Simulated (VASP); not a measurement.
# Au (P6_3/mmc) in VASP: notebook, part 2 of 2

VASP 6.6.1. The steps go on from the part before.

### Step 3. Single point, BLYP (volume scaled by 0.92)

File INCAR:

```
SYSTEM = Au
PREC = Accurate
ENCUT = 520
EDIFF = 1E-7
ISMEAR = -1
SIGMA = 0.1
LREAL = .FALSE.
LASPH = .TRUE.
NELM = 100
ALGO = Normal
ISIF = 2
LWAVE = .FALSE.
LCHARG = .FALSE.
GGA = B5
ALDAX = 1.0
AGGAX = 1.0
AGGAC = 1.0
ALDAC = 0.0
NBANDS = 30
```

File KPOINTS:

```
Automatic mesh
0
G
  14 14 4
  0 0 0
```

File POSCAR:

```
Au
1.0
    2.9004620783      0.0000000000      0.0000000000
   -1.4502310391      2.5118738426      0.0000000000
    0.0000000000      0.0000000000      9.8393396157
Au
4
Direct
    0.0000000000      0.0000000000      1.0000000000
    0.0000000000      0.0000000000      0.5000000000
    0.3333333333      0.6666666667      0.2500000000
    0.6666666667      0.3333333333      0.7500000000
```

Potentials or basis: VASP PAW PBE potentials, release 64 (Au).

Started as:

```sh
$ cat potpaw_PBE.64/Au/POTCAR > POTCAR
$ mpirun -np 1 vasp_std > vasp.out
```

OUTCAR:

```text
SYSTEM = Au
   PREC = Accurate
   ENCUT = 520
   EDIFF = 1E-7
   ISMEAR = -1
   LREAL = .FALSE.
   LASPH = .TRUE.
   NELM = 100
   ISIF = 2
   GGA = B5

 ion  position               nearest neighbor table
   1  0.000  0.000  0.000-   3 2.98   4 2.98   4 2.98   3 2.98   4 2.98   3 2.98
   2  0.000  0.000  0.500-   3 2.98   4 2.98   4 2.98   3 2.98   4 2.98   3 2.98
   3  0.333  0.667  0.250-   1 2.98   2 2.98   1 2.98   2 2.98   1 2.98   2 2.98
   4  0.667  0.333  0.750-   1 2.98   2 2.98   1 2.98   2 2.98   1 2.98   2 2.98

  LATTYP: Found a hexagonal cell.
 ALAT       =     2.9004620783
 C/A-ratio  =     3.3923352039

  Lattice vectors:

 A1 = (   2.9004620783,   0.0000000000,   0.0000000000)
 A2 = (  -1.4502310391,   2.5118738426,   0.0000000000)
 A3 = (   0.0000000000,   0.0000000000,   9.8393396157)

Analysis of symmetry for initial positions (statically):
=====================================================================
 Subroutine PRICEL returns:
 Original cell was already a primitive cell.

 Routine SETGRP: Setting up the symmetry group for a
 hexagonal supercell.

 Subroutine GETGRP returns: Found 24 space group operations
 (whereof 12 operations were pure point group operations)
 out of a pool of 24 trial point group operations.

The static configuration has the point symmetry D_3d.
 The point group associated with its full space group is D_6h.

Analysis of symmetry for dynamics (positions and initial velocities):
=====================================================================
 Subroutine PRICEL returns:
 Original cell was already a primitive cell.

 Routine SETGRP: Setting up the symmetry group for a
 hexagonal supercell.

 Subroutine GETGRP returns: Found 24 space group operations
 (whereof 12 operations were pure point group operations)
 out of a pool of 24 trial point group operations.

The dynamic configuration has the point symmetry D_3d.
 The point group associated with its full space group is D_6h.

 Subroutine INISYM returns: Found 24 space group operations
 (whereof 12 operations are pure point group operations),
 and found     1 'primitive' translations

----------------------------------------------------------------------------------------

                                     Primitive cell

  volume of cell :      71.6854

  direct lattice vectors                    reciprocal lattice vectors
     2.900462078  0.000000000  0.000000000     0.344772651  0.199054583  0.000000000
    -1.450231039  2.511873843  0.000000000     0.000000000  0.398109166  0.000000000
     0.000000000  0.000000000  9.839339616     0.000000000  0.000000000  0.101632837

  length of vectors
     2.900462078  2.900462078  9.839339616     0.398109166  0.398109166  0.101632837

  position of ions in fractional coordinates (direct lattice)
     0.000000000  0.000000000  0.000000000
     0.000000000  0.000000000  0.500000000
     0.333333333  0.666666667  0.250000000
     0.666666667  0.333333333  0.750000000

  ion indices of the primitive-cell ions
   primitive index   ion index
                 1           1
                 2           2
                 3           3
                 4           4

----------------------------------------------------------------------------------------

 KPOINTS: Automatic mesh

Automatic generation of k-mesh.
 Grid dimensions read from file:
 generate k-points for:   14   14    4

 Generating k-lattice:

  Cartesian coordinates                     Fractional coordinates (reciprocal lattice)
     0.024626618  0.014218184  0.000000000     0.071428571  0.000000000  0.000000000
     0.000000000  0.028436369  0.000000000     0.000000000  0.071428571  0.000000000
     0.000000000  0.000000000  0.025408209     0.000000000  0.000000000  0.250000000

  Length of vectors
     0.028436369  0.028436369  0.025408209

  Shift w.r.t. Gamma in fractional coordinates (k-lattice)
     0.000000000  0.000000000  0.000000000

 Subroutine IBZKPT returns following result:
 ===========================================

 Found     72 irreducible k-points:

 Following reciprocal coordinates:
            Coordinates               Weight
  0.000000  0.000000  0.000000      1.000000
  0.071429  0.000000  0.000000      6.000000
  0.142857  0.000000  0.000000      6.000000
  0.214286 -0.000000  0.000000      6.000000
  0.285714  0.000000  0.000000      6.000000
  0.357143  0.000000  0.000000      6.000000
[... 16 lines left out ...]
  0.285714  0.285714  0.000000      6.000000
  0.357143  0.285714  0.000000      6.000000
 [... further k-points ...]
   k-points           NKPTS =     72   k-points in BZ     NKDIM =     72   number of bands    NBANDS=     30
   number of dos      NEDOS =    301   number of ions     NIONS =      4
   total plane-waves  NPLWV =  46080
   dimension x,y,z NGX =    24 NGY =   24 NGZ =   80
   dimension x,y,z NGXF=    48 NGYF=   48 NGZF=  160
   ions per type =               4
   NGX,Y,Z   is equivalent  to a cutoff of  13.76, 13.76, 13.52 a.u.
   NGXF,Y,Z  is equivalent  to a cutoff of  27.51, 27.51, 27.03 a.u.
 SYSTEM =  Au
   PREC   = accura    normal or accurate (medium, high low for compatibility)
   ISTART =      0    job   : 0-new  1-cont  2-samecut
   ICHARG =      2    charge: 1-file 2-atom 10-const
   ISPIN  =      1    spin polarized calculation?
   LNONCOLLINEAR =      F non collinear calculations
   LSORBIT =      F    spin-orbit coupling
   LASPH  =      T    aspherical Exc in radial PAW
   ENCUT  =  520.0 eV  38.22 Ry    6.18 a.u.   5.39  5.39 18.29*2*pi/ulx,y,z
   NELM   =    100;   NELMIN=  2; NELMDL= -5     # of ELM steps
   EDIFF  = 0.1E-06   stopping-criterion for ELM
   LREAL  =      F    real-space projection
   EDIFFG = 0.1E-05   stopping-criterion for IOM
   NSW    =      0    number of steps for IOM
   IBRION =     -1    ionic relax: 0-MD 1-quasi-New 2-CG
   NFREE  =      0    steps in history (QN), initial steepest desc. (CG)
   ISIF   =      2    stress and relaxation
   ISYM   =      2    0-nonsym 1-usesym 2-fastsym
   POTIM  = 0.5000    time-step for ionic-motion
   TEBEG  =    0.0;   TEEND  =   0.0 temperature during run
   PSTRESS=    0.0 pullay stress
   NELECT =      44.0000    total number of electrons
   NUPDOWN=      -1.0000    fix difference up-down
   EMIN   =  10.00;   EMAX   =-10.00  energy-range for DOS
   EFERMI =   0.00;   METHOD = LEGACY
   ISMEAR =    -1;   SIGMA  =   0.10  broadening in eV -4-tet -1-fermi 0-gaus
   EFERMI_NEDOS =   21; number of points for ismear=-14 and -15
   IALGO  =     38    algorithm
   IMIX   =      4    mixing-type and parameters
     AMIX     =   0.40;   BMIX     =  1.00
     AMIX_MAG =   1.60;   BMIX_MAG =  1.00
  volume/ion in A,a.u.               =      17.92       120.94
  Fermi-wavevector in a.u.,A,eV,Ry     =   1.391283  2.629143 26.336358  1.935668
  Thomas-Fermi vector in A             =   2.515137
   LORBIT       =      0    0 simple, 1 ext, 2 COOP (PROOUT), +10 PAW based schemes
   GGA     = B5    functional components
   LHFCALC =     F    Hartree Fock is set to
   AEXX    =    0.0000 exact exchange contribution
   IVDW    =     0    specifies the selected vdW correction
   LEPSILON=     F    determine dielectric tensor
   LRPA    =     F    only Hartree local field effects (RPA)
 non-spin polarized calculation
  energy-cutoff  :      520.00
  volume of cell :       71.69
 maximum number of plane-waves:      1992
 NGX is ok and might be reduce to    24
   NGX = 11   NGY = 11   NGZ = 37

 number of electron      44.0000004 magnetization

 Free energy of the ion-electron system (eV)
  ---------------------------------------------------
  ext. energy  EPLUGINS =         0.00000000
  ---------------------------------------------------
  free energy    TOTEN  =        -9.59831383 eV

  energy without entropy =       -9.55172785  energy(sigma->0) =       -9.57502084

 E-fermi :   9.2567     XC(G=0): -11.7751

 val. band max:        9.2536583341   @ k =   0.2143   0.0714   0.5000
 cond. band min:       9.2612647051   @ k =   0.2857   0.2143   0.5000
 fundamental gap:      0.0076063711
 Fermi energy:         9.2566798747

 k-point     1 :       0.0000    0.0000    0.0000
  band No.  band energies     occupation
      1      -0.0262      2.00000
      2       1.5460      2.00000
      3       1.5530      2.00000
      4       2.2404      2.00000
      5       4.5369      2.00000
      6       4.6220      2.00000
[... 781 lines left out ...]
     29      15.7850      0.00000
     30      17.9663      0.00000

 [... further k-points ...]
[... 5 lines left out ...]
  --------------------------------------------------------------------------------------
  -------------------------------------------------------------------------------------
  Total        5.4691548      5.4691548      4.7392062      0.0000000      0.0000000      0.0000000
  in kB      122.2361978    122.2361978    105.9217691      0.0000000      0.0000000      0.0000000
  external PRESSURE =     116.7980549 kB  Pullay stress =       0.0000000 kB

 VOLUME and BASIS-vectors are now :
 -----------------------------------------------------------------------------
  energy-cutoff  :      520.00
  volume of cell :       71.69
      direct lattice vectors                 reciprocal lattice vectors
     2.900462078  0.000000000  0.000000000     0.344772651  0.199054583  0.000000000
    -1.450231039  2.511873843  0.000000000     0.000000000  0.398109166  0.000000000
     0.000000000  0.000000000  9.839339616     0.000000000  0.000000000  0.101632837

 POSITION                                       TOTAL-FORCE (eV/Angst)
 -----------------------------------------------------------------------------------
      0.00000      0.00000      0.00000         0.000000      0.000000      0.000000
      0.00000      0.00000      4.91967         0.000000      0.000000      0.000000
     -0.00000      1.67458      2.45983        -0.000000      0.000000      0.000000
      1.45023      0.83729      7.37950         0.000000     -0.000000     -0.000000
 -----------------------------------------------------------------------------------
    total drift:                               -0.000000      0.000000     -0.000000

  FREE ENERGIE OF THE ION-ELECTRON SYSTEM (eV)
  ---------------------------------------------------
  free  energy   TOTEN  =        -9.5983138312 eV

  energy  without entropy=       -9.5517278498  energy(sigma->0) =       -9.57502084
```

Wall time 88 s (1 thread of AMD EPYC 9R45 (Zen 5), shared host); peak memory 0.24 GiB.

What came out:

| Item | Value |
| --- | --- |
| Free energy | -9.5983 eV |
| Pressure | 11.7 GPa |
| Band gap on the k mesh | zero (band 22 reaches 11.77 eV, above the bottom of band 23 at 6.93 eV) |

Levels at points of the mesh, in eV from the Fermi level:
| k point | band 18 | band 19 | band 20 | band 21 | band 22 | band 23 | band 24 | band 25 | band 26 | band 27 |
| --- | --- | --- | --- | --- | --- | --- | --- | --- | --- | --- |
| (0.00, 0.00, 0.00) | -2.86 | -2.86 | -2.64 | -2.64 | -2.13 | -2.13 | -0.80 | 2.26 | 10.13 | 10.18 |
| (0.50, 0.00, 0.00) | -1.80 | -1.78 | -1.73 | -0.17 | 0.57 | 1.15 | 1.45 | 3.42 | 3.64 | 5.80 |
| (0.00, 0.00, 0.50) | -3.12 | -3.00 | -3.00 | -2.33 | -2.33 | -2.33 | -2.33 | 5.43 | 5.43 | 14.10 |
| (0.50, 0.00, 0.50) | -1.86 | -1.74 | -1.74 | 0.44 | 0.44 | 1.33 | 1.33 | 3.98 | 3.98 | 5.20 |

Caveat: the cell differs from its parent crystal (volume scaled by 0.92); the PAW data sets were made with another functional, which shifts forces and pressure a little; spin-orbit coupling is left out, which moves the levels of the heavy elements.

### Step 4. Single point, BLYP (volume scaled by 0.96)

File INCAR:

```
SYSTEM = Au
AGGAC = 1.0
AGGAX = 1.0
ALDAC = 0.0
ALDAX = 1.0
ALGO = Normal
EDIFF = 1E-6
ENCUT = 520
GGA = B5
ISIF = 2
ISMEAR = -1
LASPH = .True.
LCHARG = .True.
LELF = .True.
LREAL = .False.
LVHAR = .True.
LWAVE = .False.
NBANDS = 30
NELM = 60
PREC = Accurate
SIGMA = 0.1
```

File KPOINTS:

```
k-points
0
Gamma
  14 14 4
  0 0 0
```

File POSCAR:

```
Au
1.0
    2.9419028497      0.0000000000      0.0000000000
   -1.4709514248      2.5477626034      0.0000000000
    0.0000000000      0.0000000000      9.9799206035
Au
4
Direct
    0.0000000000      0.0000000000      1.0000000000
    0.0000000000      0.0000000000      0.5000000000
    0.3333333333      0.6666666667      0.2500000000
    0.6666666667      0.3333333333      0.7500000000
```

Started as:

```sh
$ cat potpaw_PBE.64/Au/POTCAR > POTCAR
$ mpirun -np 1 vasp_std > vasp.out
```

Wall time 93 s (1 thread of AMD EPYC 9R45 (Zen 5), shared host); peak memory 0.25 GiB.

The run converged. Its results:

* Free energy: -9.7631 eV
* Pressure: 5.4 GPa
* Band gap on the k mesh: zero (band 22 reaches 10.97 eV, above the bottom of band 23 at 6.31 eV)

Stress tensor (GPa, compression positive):
```
5.69 0.00 0.00
0.00 5.69 0.00
0.00 0.00 4.69
```

Levels at points of the mesh, in eV from the Fermi level:
| k point | band 20 | band 21 | band 22 | band 23 | band 24 | band 25 |
| --- | --- | --- | --- | --- | --- | --- |
| (0.00, 0.00, 0.00) | -2.56 | -2.56 | -2.08 | -2.08 | -0.60 | 2.07 |
| (0.50, 0.00, 0.00) | -1.72 | -0.02 | 0.71 | 1.10 | 1.40 | 3.21 |
| (0.00, 0.00, 0.50) | -2.81 | -2.27 | -2.27 | -2.27 | -2.27 | 5.24 |
| (0.50, 0.00, 0.50) | -1.73 | 0.49 | 0.49 | 1.31 | 1.31 | 3.84 |

Caveat: the cell differs from its parent crystal (volume scaled by 0.96); the PAW data sets were made with another functional, which shifts forces and pressure a little; spin-orbit coupling is left out, which moves the levels of the heavy elements.

### Step 5. Single point, BLYP

This run uses another cell than the first one, of 19.48 Å³/atom, 1.136 times its volume.

File INCAR:

```
  PREC = Accurate
  ENCUT = 520
  EDIFF = 1E-6
  ISMEAR = -1
  SIGMA = 0.1
  LREAL = F
  LASPH = T
  NELM = 100
  ALGO = Normal
  ISIF = 2
  LWAVE = F
  LCHARG = F
  GGA = B5
  ALDAX = 1.0
  AGGAX = 1.0
  AGGAC = 1.0
  ALDAC = 0.0
  NBANDS = 30
```

File KPOINTS:

```
regular mesh
0
Gamma
  14 14 4
```

File POSCAR:

```
Au
1.0
    2.9822078972      0.0000000000      0.0000000000
   -1.4911039486      2.5826677984      0.0000000000
    0.0000000000      0.0000000000     10.1166488350
Au
4
Direct
    0.0000000000      0.0000000000      1.0000000000
    0.0000000000      0.0000000000      0.5000000000
    0.3333333333      0.6666666667      0.2500000000
    0.6666666667      0.3333333333      0.7500000000
```

Started as:

```sh
$ cat potpaw_PBE.64/Au/POTCAR > POTCAR
$ mpirun -np 1 vasp_std > vasp.out
```

Run time: 90 s. Hardware: 1 thread of AMD EPYC 9R45 (Zen 5), shared host; peak memory 0.25 GiB.

Results (log left out):

- Free energy: -9.8204 eV
- Pressure: 0.6 GPa
- Band gap on the k mesh: zero (band 22 reaches 10.25 eV, above the bottom of band 23 at 5.75 eV)

Stress tensor (GPa, compression positive):
```
0.71 0.00 0.00
0.00 0.71 0.00
0.00 0.00 0.24
```

Levels at points of the mesh, in eV from the Fermi level:
| k point | band 18 | band 19 | band 20 | band 21 | band 22 | band 23 | band 24 | band 25 | band 26 | band 27 |
| --- | --- | --- | --- | --- | --- | --- | --- | --- | --- | --- |
| (0.00, 0.00, 0.00) | -2.67 | -2.67 | -2.49 | -2.49 | -2.05 | -2.05 | -0.41 | 1.91 | 9.62 | 9.65 |
| (0.50, 0.00, 0.00) | -1.77 | -1.74 | -1.70 | 0.11 | 0.84 | 1.05 | 1.35 | 3.01 | 3.26 | 5.53 |
| (0.00, 0.00, 0.50) | -2.90 | -2.64 | -2.64 | -2.22 | -2.22 | -2.22 | -2.22 | 5.07 | 5.07 | 13.79 |
| (0.50, 0.00, 0.50) | -1.82 | -1.72 | -1.72 | 0.53 | 0.53 | 1.27 | 1.27 | 3.72 | 3.72 | 4.76 |

Caveat: the PAW data sets were made with another functional, which shifts forces and pressure a little; spin-orbit coupling is left out, which moves the levels of the heavy elements.

### Step 6. Single point, BLYP (volume scaled by 1.04)

File INCAR:

```
SYSTEM = Au
  PREC = Accurate
  ENCUT = 520
  EDIFF = 1E-6
  ISMEAR = -1
  SIGMA = 0.1
  LREAL = .False.
  LASPH = .True.
  NELM = 80
  ALGO = Normal
  ISIF = 2
  LWAVE = .False.
  LCHARG = .False.
  GGA = B5
  ALDAX = 1.0
  AGGAX = 1.0
  AGGAC = 1.0
  ALDAC = 0.0
  NBANDS = 30
```

File KPOINTS:

```
Automatic mesh
0
Gamma
  14 14 4
  0 0 0
```

File POSCAR:

```
Au
1.0
    3.0214519752      0.0000000000      0.0000000000
   -1.5107259876      2.6166541669      0.0000000000
    0.0000000000      0.0000000000     10.2497779023
Au
4
Direct
    0.0000000000      0.0000000000      1.0000000000
    0.0000000000      0.0000000000      0.5000000000
    0.3333333333      0.6666666667      0.2500000000
    0.6666666667      0.3333333333      0.7500000000
```

Potentials or basis: VASP PAW PBE potentials, release 64 (Au).

Started as:

```sh
$ cat potpaw_PBE.64/Au/POTCAR > POTCAR
$ mpirun -np 1 vasp_std > vasp.out
```

It took 84 s on 1 thread of AMD EPYC 9R45 (Zen 5), shared host; peak memory 0.25 GiB.

It converged, with:

```
Free energy            : -9.7959 eV
Pressure               : -3.1 GPa
Band gap on the k mesh : zero (band 22 reaches 9.58 eV, above the bottom of band 23 at 5.24 eV)
```

Levels at points of the mesh, in eV from the Fermi level:
```csv
k point,band 18,band 19,band 20,band 21,band 22,band 23,band 24,band 25,band 26,band 27
"(0.00, 0.00, 0.00)",-2.59,-2.59,-2.42,-2.42,-2.01,-2.01,-0.24,1.75,9.38,9.41
"(0.50, 0.00, 0.00)",-1.75,-1.73,-1.69,0.23,0.95,1.01,1.32,2.83,3.09,5.40
"(0.00, 0.00, 0.50)",-2.80,-2.48,-2.48,-2.17,-2.17,-2.17,-2.17,4.91,4.91,13.60
"(0.50, 0.00, 0.50)",-1.80,-1.70,-1.70,0.57,0.57,1.24,1.24,3.61,3.61,4.58
```

Caveat: the cell differs from its parent crystal (volume scaled by 1.04); the PAW data sets were made with another functional, which shifts forces and pressure a little; spin-orbit coupling is left out, which moves the levels of the heavy elements.

### Step 7. Single point, BLYP (volume scaled by 1.08)

File INCAR:

```
AGGAC = 1.0
AGGAX = 1.0
ALDAC = 0.0
ALDAX = 1.0
ALGO = Normal
EDIFF = 1E-6
ENCUT = 520
GGA = B5
ISIF = 2
ISMEAR = -1
LASPH = T
LCHARG = F
LREAL = F
LWAVE = F
NBANDS = 30
NELM = 60
PREC = Accurate
SIGMA = 0.1
```

File KPOINTS:

```
k-points
0
Gamma
  14 14 4
```

File POSCAR:

```
Au
1.0
    3.0597022634      0.0000000000      0.0000000000
   -1.5298511317      2.6497798881      0.0000000000
    0.0000000000      0.0000000000     10.3795357013
Au
4
Direct
    0.0000000000      0.0000000000      1.0000000000
    0.0000000000      0.0000000000      0.5000000000
    0.3333333333      0.6666666667      0.2500000000
    0.6666666667      0.3333333333      0.7500000000
```

Started as:

```sh
$ cat potpaw_PBE.64/Au/POTCAR > POTCAR
$ mpirun -np 1 vasp_std > vasp.out
```

It took 83 s on 1 thread of AMD EPYC 9R45 (Zen 5), shared host; peak memory 0.25 GiB.

It converged, with:

| Quantity | Value |
| --- | --- |
| Free energy | -9.7097 eV |
| Pressure | -5.8 GPa |
| Band gap on the k mesh | zero (band 22 reaches 8.96 eV, above the bottom of band 23 at 4.76 eV) |

Stress tensor (GPa, compression positive):
```
-5.94  0.00  0.00
 0.00 -5.94  0.00
 0.00  0.00 -5.63
```

Levels at points of the mesh, in eV from the Fermi level:
| k point | band 19 | band 20 | band 21 | band 22 | band 23 | band 24 | band 25 | band 26 |
| --- | --- | --- | --- | --- | --- | --- | --- | --- |
| (0.00, 0.00, 0.00) | -2.52 | -2.36 | -2.36 | -1.98 | -1.98 | -0.08 | 1.61 | 9.16 |
| (0.50, 0.00, 0.00) | -1.71 | -1.68 | 0.34 | 0.96 | 1.06 | 1.29 | 2.67 | 2.94 |
| (0.00, 0.00, 0.50) | -2.34 | -2.34 | -2.13 | -2.13 | -2.13 | -2.13 | 4.77 | 4.77 |
| (0.50, 0.00, 0.50) | -1.69 | -1.69 | 0.61 | 0.61 | 1.20 | 1.20 | 3.52 | 3.52 |

Caveat: the cell differs from its parent crystal (volume scaled by 1.08); the PAW data sets were made with another functional, which shifts forces and pressure a little; spin-orbit coupling is left out, which moves the levels of the heavy elements.

### Step 8. The runs side by side

| cell | gap on the mesh (eV) | pressure (GPa) |
| --- | --- | --- |
| a = 2.858, b = 2.858, c = 9.695 Å, angles 90.0, 90.0, 120.0°, 4 atoms | none | 20.0 |
| a = 2.900, b = 2.900, c = 9.839 Å, angles 90.0, 90.0, 120.0°, 4 atoms | none | 11.7 |
| a = 2.942, b = 2.942, c = 9.980 Å, angles 90.0, 90.0, 120.0°, 4 atoms | none | 5.4 |
| a = 2.982, b = 2.982, c = 10.117 Å, angles 90.0, 90.0, 120.0°, 4 atoms | none | 0.6 |
| a = 3.021, b = 3.021, c = 10.250 Å, angles 90.0, 90.0, 120.0°, 4 atoms | none | -3.1 |
| a = 3.060, b = 3.060, c = 10.380 Å, angles 90.0, 90.0, 120.0°, 4 atoms | none | -5.8 |

Alike in all rows: task single point; level BLYP; potentials or basis VASP PAW PBE potentials, release 64 (Au); no spin polarisation; k mesh 14 × 14 × 4; cutoff (eV) 520; smearing fermi-dirac 0.1 eV.

Caveats: the PAW data sets were made with another functional, which shifts forces and pressure a little; spin-orbit coupling is left out, which moves the levels of the heavy elements.

Total energies depend on the potentials used, so only differences within one code and one set of settings carry meaning.
